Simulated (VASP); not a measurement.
Write the native input for VASP 6.6.1 that does the following.

```
Task                   : relaxation of cell and atoms
Functional             : PBE
Potentials or basis    : VASP PAW PBE potentials, release 64 (Zn, S)
Cutoff                 : 600 eV
k mesh                 : 12 × 12 × 6
Occupations            : gaussian, width 0.02 eV
Spin                   : no spin polarisation
Target pressure        : 2 GPa
Dipole correction      : no
Further INCAR settings : ALGO = Normal; EDIFF = 1e-06; IBRION = 2; EDIFFG = -0.008; NSW = 70; ISIF = 3
```

The structure of ZnS lies in POSCAR:

```
ZnS
1.0
    3.8200659803      0.0000000000      0.0000000000
   -1.9100329901      3.3082741831      0.0000000000
    0.0000000000      0.0000000000      6.2652791643
Zn S
2 2
Direct
    0.3333333333      0.6666666667      0.0002666736
    0.6666666667      0.3333333333      0.5002666736
    0.3333333333      0.6666666667      0.3747333264
    0.6666666667      0.3333333333      0.8747333264
```

These files were run (other wordings do the same):

INCAR

```
ALGO = Normal
EDIFF = 1E-6
EDIFFG = -0.008
ENCUT = 600
GGA = PE
IBRION = 2
ISIF = 3
ISMEAR = 0
LASPH = True
LCHARG = False
LREAL = False
LWAVE = False
NELM = 60
NSW = 70
PREC = Accurate
PSTRESS = 20.0
SIGMA = 0.02
```

KPOINTS

```
k-points
0
Gamma
  12 12 6
```

Potentials or basis: VASP PAW PBE potentials, release 64 (Zn, S).

Command:

```sh
$ cat potpaw_PBE.64/Zn/POTCAR potpaw_PBE.64/S/POTCAR > POTCAR
$ mpirun -np 1 vasp_std > vasp.out
```

It gave:

```yaml
Relaxed_volume: 19.68 Å³/atom
Relaxed_cell: a = 3.813 Å, b = 3.813 Å, c = 6.254 Å, α = 90.00°, β = 90.00°, γ = 120.00°
Space_group_after_relaxing_to_0.05_Å: P6_3mc (No. 186)
Energy_change_on_relaxing_the_enthalpy_is_what_falls: +1.3 meV/atom
Ionic_steps: 3
Pressure_after_relaxing: 2.0 GPa
Largest_force_after_relaxing: 0.004 eV/Å
Band_gap_on_the_k_mesh: 2.20 eV, direct
```

Caveat: the cell is relaxed towards a set pressure, so the enthalpy falls and the energy may rise.

Wall time 6.4 min on 1 thread of Oxide Virtual Turin-like Processor (shared host), peak memory 0.28 GiB.
